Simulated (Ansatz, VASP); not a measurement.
Ti3Al in VASP and in Ansatz

Contents of INCAR:

```
SYSTEM = Ti3Al
ALGO     = Fast           ! electronic algorithm
EDIFF    = 1E-6           ! SCF threshold, eV
ENCUT    = 520            ! plane-wave cutoff, eV
GGA      = PS             ! functional
ISIF     = 2              ! what is computed and relaxed
ISMEAR   = 0              ! smearing method
LASPH    = .True.         ! aspherical terms in the spheres
LCHARG   = .False.        ! write CHGCAR
LREAL    = .False.        ! projectors in reciprocal space
LWAVE    = .False.        ! write WAVECAR
NBANDS   = 28             ! bands
NELM     = 60             ! most SCF steps
PREC     = Accurate       ! precision mode
SIGMA    = 0.15           ! smearing width, eV
```

Contents of KPOINTS:

```
k-points
0
Gamma
  15 15 6
  0 0 0
```

The input POSCAR:

```
Ti3Al
1.0
    2.8954756449      0.0000000000      0.0000000000
   -1.4477378224      2.5075554645      0.0000000000
    0.0000000000      0.0000000000      9.1383350122
Ti Al
3 1
Direct
    0.6666666667      0.3333333333      0.0000000000
    0.3333333333      0.6666666667      0.7675875759
    0.3333333333      0.6666666667      0.2324124241
    0.6666666667      0.3333333333      0.5000000000
```

Input for Ansatz:

```yaml
crystal:
  lattice:
    - [2.8954756449, 0.0, 0.0]
    - [-1.4477378224, 2.5075554645, 0.0]
    - [0.0, 0.0, 9.1383350122]
  atoms:
    - { symbol: Ti, position: [0.6666666667, 0.3333333333, 0.0] }
    - { symbol: Ti, position: [0.3333333333, 0.6666666667, 0.7675875759] }
    - { symbol: Ti, position: [0.3333333333, 0.6666666667, 0.2324124241] }
    - { symbol: Al, position: [0.6666666667, 0.3333333333, 0.5] }
basis:
  ecutwfc: 520.0
kpoints:
  mp_grid: { grid: [15, 15, 6] }
hamiltonian:
  xc: pbesol
  pseudopotentials: { kind: paw, azcp: { folder: soft_1 } }
scf:
  occupations: { method: gaussian, width: 0.15 }
output:
  forces: true
  stress: true
  eigenvalues: true
```

Alike in both runs: task single point; functional PBEsol; k mesh 15 × 15 × 6; occupations gaussian, width 0.15 eV; no spin polarisation.

```csv
,VASP,Ansatz
version,VASP 6.6.1,Ansatz 0.2.0
potentials or method,"VASP PAW PBE potentials, release 64 (Ti_sv, Al), cutoff 520 eV","scalar-relativistic, plane waves, PAW"
valence electrons in the cell,39,39
```

```csv
,VASP,Ansatz,Ansatz less VASP
gap on the k mesh at the Fermi level (eV),none,none,-
pressure (GPa),1.4,1.6,+0.21
"traceless stress, the component that is largest in VASP (GPa)",-0.25,-0.30,-0.049
rms of the force components (eV/Å),0.529,0.536,+0.0062
```

VASP's potentials were made for PBE, not for PBEsol, and Ansatz warns of the same on its side. Atom by atom the forces differ by 0.006 eV/Å (rms over components). A gap of «none» marks a metal or a gap that the smearing closes.
